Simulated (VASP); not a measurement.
# MgO (P6_3mc) in VASP: single point with LDA

Aim: the single point of MgO with LDA.

Everything below comes from runs of VASP 6.6.1. Logs are shortened: lines on timing, memory, paths and dates and some standing lists are left out, and cuts for length are marked.

**1. The cell of the first run**

Symmetry: P6_3mc, No. 186, hexagonal system. The conventional cell has a = 3.301 Å, b = 3.301 Å, c = 5.028 Å, α = 90.00°, β = 90.00°, γ = 120.00°. Within 2.6 Å of Mg (site symmetry 3m) lie 4 O at 1.98 to 1.99 Å. Within 2.6 Å of O (site symmetry 3m) lie 4 Mg at 1.98 to 1.99 Å.

**2. Single point, LDA**

INCAR

```
SYSTEM = MgO
PREC = Accurate
ENCUT = 750
EDIFF = 1E-6
ISMEAR = 0
SIGMA = 0.02
LREAL = .False.
LASPH = .True.
NELM = 120
ALGO = Normal
ISIF = 2
LWAVE = .False.
LCHARG = .False.
NBANDS = 24
GGA_COMPAT = .False.
```

KPOINTS

```
regular mesh
0
Gamma
  9 9 6
  0 0 0
```

POSCAR

```
MgO
1.0
    3.3008543351      0.0000000000      0.0000000000
   -1.6504271676      2.8586237084      0.0000000000
    0.0000000000      0.0000000000      5.0282053079
Mg O
2 2
Direct
    0.3333333333      0.6666666667      0.4912900085
    0.6666666667      0.3333333333     -0.0087099915
    0.6666666667      0.3333333333      0.3877199915
    0.3333333333      0.6666666667      0.8877199915
```

Potentials or basis: VASP PAW LDA potentials, release 64 (Mg_sv, O).

On the command line:

```sh
cat potpaw_LDA.64/Mg_sv/POTCAR potpaw_LDA.64/O/POTCAR > POTCAR
mpirun -np 1 vasp_std > vasp.out
```

OUTCAR:

```text
SYSTEM = MgO
   PREC = Accurate
   ENCUT = 750
   EDIFF = 1E-6
   ISMEAR = 0
   LREAL = .False.
   LASPH = .True.
   NELM = 120
   ISIF = 2

 ion  position               nearest neighbor table
   1  0.333  0.667  0.491-   3 1.98   3 1.98   3 1.98   4 1.99
   2  0.667  0.333  0.991-   4 1.98   4 1.98   4 1.98   3 1.99
   3  0.667  0.333  0.388-   1 1.98   1 1.98   1 1.98   2 1.99
   4  0.333  0.667  0.888-   2 1.98   2 1.98   2 1.98   1 1.99

  LATTYP: Found a hexagonal cell.
 ALAT       =     3.3008543351
 C/A-ratio  =     1.5233042108

  Lattice vectors:

 A1 = (   3.3008543351,   0.0000000000,   0.0000000000)
 A2 = (  -1.6504271676,   2.8586237084,   0.0000000000)
 A3 = (   0.0000000000,   0.0000000000,   5.0282053079)

Analysis of symmetry for initial positions (statically):
=====================================================================
 Subroutine PRICEL returns:
 Original cell was already a primitive cell.

 Routine SETGRP: Setting up the symmetry group for a
 hexagonal supercell.

 Subroutine GETGRP returns: Found 12 space group operations
 (whereof  6 operations were pure point group operations)
 out of a pool of 24 trial point group operations.

The static configuration has the point symmetry C_3v.
 The point group associated with its full space group is C_6v.

Analysis of symmetry for dynamics (positions and initial velocities):
=====================================================================
 Subroutine PRICEL returns:
 Original cell was already a primitive cell.

 Routine SETGRP: Setting up the symmetry group for a
 hexagonal supercell.

 Subroutine GETGRP returns: Found 12 space group operations
 (whereof  6 operations were pure point group operations)
 out of a pool of 24 trial point group operations.

The dynamic configuration has the point symmetry C_3v.
 The point group associated with its full space group is C_6v.

 Subroutine INISYM returns: Found 12 space group operations
 (whereof  6 operations are pure point group operations),
 and found     1 'primitive' translations

----------------------------------------------------------------------------------------

                                     Primitive cell

  volume of cell :      47.4456

  direct lattice vectors                    reciprocal lattice vectors
     3.300854335  0.000000000  0.000000000     0.302951872  0.174909345  0.000000000
    -1.650427168  2.858623708  0.000000000     0.000000000  0.349818690  0.000000000
     0.000000000  0.000000000  5.028205308     0.000000000  0.000000000  0.198878116

  length of vectors
     3.300854335  3.300854335  5.028205308     0.349818690  0.349818690  0.198878116

  position of ions in fractional coordinates (direct lattice)
     0.333333333  0.666666667  0.491290009
     0.666666667  0.333333333  0.991290009
     0.666666667  0.333333333  0.387719991
     0.333333333  0.666666667  0.887719991

  ion indices of the primitive-cell ions
   primitive index   ion index
                 1           1
                 2           2
                 3           3
                 4           4

----------------------------------------------------------------------------------------

 KPOINTS: regular mesh

Automatic generation of k-mesh.
 Grid dimensions read from file:
 generate k-points for:    9    9    6

 Generating k-lattice:

  Cartesian coordinates                     Fractional coordinates (reciprocal lattice)
     0.033661319  0.019434372  0.000000000     0.111111111 -0.000000000  0.000000000
     0.000000000  0.038868743  0.000000000     0.000000000  0.111111111  0.000000000
     0.000000000  0.000000000  0.033146353     0.000000000  0.000000000  0.166666667

  Length of vectors
     0.038868743  0.038868743  0.033146353

  Shift w.r.t. Gamma in fractional coordinates (k-lattice)
     0.000000000  0.000000000  0.000000000

 Subroutine IBZKPT returns following result:
 ===========================================

 Found     48 irreducible k-points:

 Following reciprocal coordinates:
            Coordinates               Weight
  0.000000  0.000000  0.000000      1.000000
  0.111111  0.000000  0.000000      6.000000
  0.222222  0.000000  0.000000      6.000000
  0.333333  0.000000  0.000000      6.000000
  0.444444  0.000000  0.000000      6.000000
  0.111111  0.111111  0.000000      6.000000
[... 16 lines left out ...]
  0.333333  0.222222  0.166667     24.000000
  0.333333  0.333333  0.166667      4.000000
 [... further k-points ...]
   k-points           NKPTS =     48   k-points in BZ     NKDIM =     48   number of bands    NBANDS=     24
   number of dos      NEDOS =    301   number of ions     NIONS =      4
   total plane-waves  NPLWV =  43200
   dimension x,y,z NGX =    30 NGY =   30 NGZ =   48
   dimension x,y,z NGXF=    60 NGYF=   60 NGZF=   96
   ions per type =               2   2
   NGX,Y,Z   is equivalent  to a cutoff of  15.11, 15.11, 15.87 a.u.
   NGXF,Y,Z  is equivalent  to a cutoff of  30.22, 30.22, 31.74 a.u.
 SYSTEM =  MgO
   PREC   = accura    normal or accurate (medium, high low for compatibility)
   ISTART =      0    job   : 0-new  1-cont  2-samecut
   ICHARG =      2    charge: 1-file 2-atom 10-const
   ISPIN  =      1    spin polarized calculation?
   LNONCOLLINEAR =      F non collinear calculations
   LSORBIT =      F    spin-orbit coupling
   LASPH  =      T    aspherical Exc in radial PAW
   ENCUT  =  750.0 eV  55.12 Ry    7.42 a.u.   7.37  7.37 11.23*2*pi/ulx,y,z
   NELM   =    120;   NELMIN=  2; NELMDL= -5     # of ELM steps
   EDIFF  = 0.1E-05   stopping-criterion for ELM
   LREAL  =      F    real-space projection
   EDIFFG = 0.1E-04   stopping-criterion for IOM
   NSW    =      0    number of steps for IOM
   IBRION =     -1    ionic relax: 0-MD 1-quasi-New 2-CG
   NFREE  =      0    steps in history (QN), initial steepest desc. (CG)
   ISIF   =      2    stress and relaxation
   ISYM   =      2    0-nonsym 1-usesym 2-fastsym
   POTIM  = 0.5000    time-step for ionic-motion
   TEBEG  =    0.0;   TEEND  =   0.0 temperature during run
   PSTRESS=    0.0 pullay stress
   NELECT =      32.0000    total number of electrons
   NUPDOWN=      -1.0000    fix difference up-down
   EMIN   =  10.00;   EMAX   =-10.00  energy-range for DOS
   EFERMI =   0.00;   METHOD = LEGACY
   ISMEAR =     0;   SIGMA  =   0.02  broadening in eV -4-tet -1-fermi 0-gaus
   EFERMI_NEDOS =   21; number of points for ismear=-14 and -15
   IALGO  =     38    algorithm
   IMIX   =      4    mixing-type and parameters
     AMIX     =   0.40;   BMIX     =  1.00
     AMIX_MAG =   1.60;   BMIX_MAG =  1.00
  volume/ion in A,a.u.               =      11.86        80.04
  Fermi-wavevector in a.u.,A,eV,Ry     =   1.435686  2.713053 28.044239  2.061193
  Thomas-Fermi vector in A             =   2.554957
   LORBIT       =      0    0 simple, 1 ext, 2 COOP (PROOUT), +10 PAW based schemes
   GGA     = CA    functional components
   LHFCALC =     F    Hartree Fock is set to
   AEXX    =    0.0000 exact exchange contribution
   IVDW    =     0    specifies the selected vdW correction
   LEPSILON=     F    determine dielectric tensor
   LRPA    =     F    only Hartree local field effects (RPA)
 non-spin polarized calculation
 Gauss-broadening in eV      SIGMA  =   0.02
  energy-cutoff  :      750.00
  volume of cell :       47.45
 maximum number of plane-waves:      2243
 NGX is ok and might be reduce to    30
   NGX = 15   NGY = 15   NGZ = 23

 number of electron      32.0000015 magnetization

 Free energy of the ion-electron system (eV)
  ---------------------------------------------------
  ext. energy  EPLUGINS =         0.00000000
  ---------------------------------------------------
  free energy    TOTEN  =       -25.89023648 eV

  energy without entropy =      -25.89023648  energy(sigma->0) =      -25.89023648

 E-fermi :   0.6406     XC(G=0): -10.5150

 val. band max:        0.5087207748   @ k =   0.0000   0.0000   0.0000
 cond. band min:       3.8979324599   @ k =   0.0000   0.0000   0.0000
 fundamental gap:      3.3892116851
 Fermi energy:         0.6405517302

 k-point     1 :       0.0000    0.0000    0.0000
  band No.  band energies     occupation
      1     -70.3515      2.00000
      2     -70.3470      2.00000
      3     -37.8946      2.00000
      4     -37.8449      2.00000
      5     -37.8423      2.00000
      6     -37.8423      2.00000
[... 16 lines left out ...]
     23      16.7253      0.00000
     24      16.7253      0.00000

 k-point     2 :       0.1111    0.0000    0.0000
  band No.  band energies     occupation
      1     -70.3512      2.00000
      2     -70.3470      2.00000
      3     -37.8930      2.00000
      4     -37.8460      2.00000
      5     -37.8454      2.00000
      6     -37.8433      2.00000
[... 16 lines left out ...]
     23      16.4191      0.00000
     24      16.7119      0.00000

 k-point     3 :       0.2222    0.0000    0.0000
  band No.  band energies     occupation
      1     -70.3504      2.00000
      2     -70.3468      2.00000
      3     -37.8886      2.00000
      4     -37.8532      2.00000
      5     -37.8493      2.00000
      6     -37.8457      2.00000
[... 16 lines left out ...]
     23      15.3117      0.00000
     24      15.7313      0.00000

 k-point     4 :       0.3333    0.0000    0.0000
  band No.  band energies     occupation
      1     -70.3492      2.00000
      2     -70.3467      2.00000
      3     -37.8826      2.00000
      4     -37.8620      2.00000
      5     -37.8567      2.00000
      6     -37.8517      2.00000
[... 16 lines left out ...]
     23      14.6777      0.00000
     24      15.8907      0.00000

 k-point     5 :       0.4444    0.0000    0.0000
  band No.  band energies     occupation
      1     -70.3484      2.00000
      2     -70.3466      2.00000
      3     -37.8779      2.00000
      4     -37.8669      2.00000
      5     -37.8634      2.00000
      6     -37.8558      2.00000
[... 451 lines left out ...]
 k-point    22 :       0.2222    0.2222    0.1667
  band No.  band energies     occupation
      1     -70.3485      2.00000
      2     -70.3469      2.00000
      3     -37.8805      2.00000
      4     -37.8658      2.00000
      5     -37.8576      2.00000
      6     -37.8545      2.00000
[... 16 lines left out ...]
     23      14.1143      0.00000
     24      16.6921      0.00000

 k-point    23 :       0.3333    0.2222    0.1667
  band No.  band energies     occupation
      1     -70.3478      2.00000
      2     -70.3469      2.00000
      3     -37.8773      2.00000
      4     -37.8700      2.00000
      5     -37.8596      2.00000
      6     -37.8553      2.00000
[... 16 lines left out ...]
     23      13.8614      0.00000
     24      16.6768      0.00000

 k-point    24 :       0.3333    0.3333    0.1667
  band No.  band energies     occupation
      1     -70.3472      2.00000
      2     -70.3472      2.00000
      3     -37.8731      2.00000
      4     -37.8731      2.00000
      5     -37.8601      2.00000
      6     -37.8542      2.00000
[... 16 lines left out ...]
     23      13.7563      0.00000
     24      17.5388      0.00000

 [... further k-points ...]
[... 5 lines left out ...]
  --------------------------------------------------------------------------------------
  -------------------------------------------------------------------------------------
  Total       -1.3800146     -1.3800146     -1.3138362      0.0000000      0.0000000     -0.0000000
  in kB      -46.6012886    -46.6012886    -44.3665294      0.0000000      0.0000000     -0.0000000
  external PRESSURE =     -45.8563688 kB  Pullay stress =       0.0000000 kB

 VOLUME and BASIS-vectors are now :
 -----------------------------------------------------------------------------
  energy-cutoff  :      750.00
  volume of cell :       47.45
      direct lattice vectors                 reciprocal lattice vectors
     3.300854335  0.000000000  0.000000000     0.302951872  0.174909345  0.000000000
    -1.650427168  2.858623708  0.000000000     0.000000000  0.349818690  0.000000000
     0.000000000  0.000000000  5.028205308     0.000000000  0.000000000  0.198878116

 POSITION                                       TOTAL-FORCE (eV/Angst)
 -----------------------------------------------------------------------------------
     -0.00000      1.90575      2.47031        -0.000000     -0.000000      0.021305
      1.65043      0.95287      4.98441         0.000000      0.000000      0.021305
      1.65043      0.95287      1.94954         0.000000      0.000000     -0.021305
     -0.00000      1.90575      4.46364        -0.000000      0.000000     -0.021305
 -----------------------------------------------------------------------------------
    total drift:                               -0.000000     -0.000000      0.004782

  FREE ENERGIE OF THE ION-ELECTRON SYSTEM (eV)
  ---------------------------------------------------
  free  energy   TOTEN  =       -25.8902364781 eV

  energy  without entropy=      -25.8902364781  energy(sigma->0) =      -25.89023648
```

Wall time 47 s (1 thread of Intel Xeon 6975P-C (Granite Rapids), shared host); peak memory 0.2 GiB.

Results:

```
Free energy            : -25.8902 eV
Pressure               : -4.6 GPa
Largest force          : 0.021 eV/Å
Band gap on the k mesh : 3.39 eV
```

Forces in eV/Å, atoms in the order of the input:
```
Mg   0.000  0.000  0.021
Mg   0.000  0.000  0.021
O    0.000  0.000 -0.021
O    0.000  0.000 -0.021
```

Stress tensor (GPa, compression positive):
```
-4.66  0.00  0.00
 0.00 -4.66  0.00
 0.00  0.00 -4.44
```

Caveat: the cell stands under tension; an odd mesh through Γ misses points on the zone boundary, where band edges can lie.
